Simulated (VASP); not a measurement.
Input of a VASP 6.6.1 run:

The input INCAR:

```
ALGO = Normal
EDIFF = 1E-6
ENCUT = 520
GGA = PE
ISIF = 2
ISMEAR = 0
LASPH = True
LCHARG = False
LREAL = False
LWAVE = False
NBANDS = 16
NELM = 100
PREC = Accurate
SIGMA = 0.05
```

Contents of KPOINTS:

```
k-points
0
Gamma
  9 9 6
```

POSCAR

```
MgO
1.0
    3.3428022696      0.0000000000      0.0000000000
   -1.6714011348      2.8949516853      0.0000000000
    0.0000000000      0.0000000000      5.1640562667
Mg O
2 2
Direct
    0.3363138326      0.6726276651      0.0063188067
    0.6696471659      0.3392943318      0.5063188067
    0.3288054857      0.6576109715      0.3982811933
    0.6621388191      0.3242776382      0.8982811933
```

Potentials or basis: VASP PAW PBE potentials, release 64 (Mg, O).

Run with:

```sh
$ cat potpaw_PBE.64/Mg/POTCAR potpaw_PBE.64/O/POTCAR > POTCAR
$ mpirun -np 1 vasp_std > vasp.out
```

**Question.** Predict the largest force.

**Answer.** 0.389 eV/Å.

**Question.** Predict the pressure.

**Answer.** -3.0 GPa.

Stress tensor (GPa, compression positive):
```
-3.17  0.00  0.00
 0.00 -3.02 -0.88
 0.00 -0.88 -2.94
```

Caveat: the cell differs from its parent crystal (atoms displaced along a vibrational mode, the cell strained); the cell stands under tension.
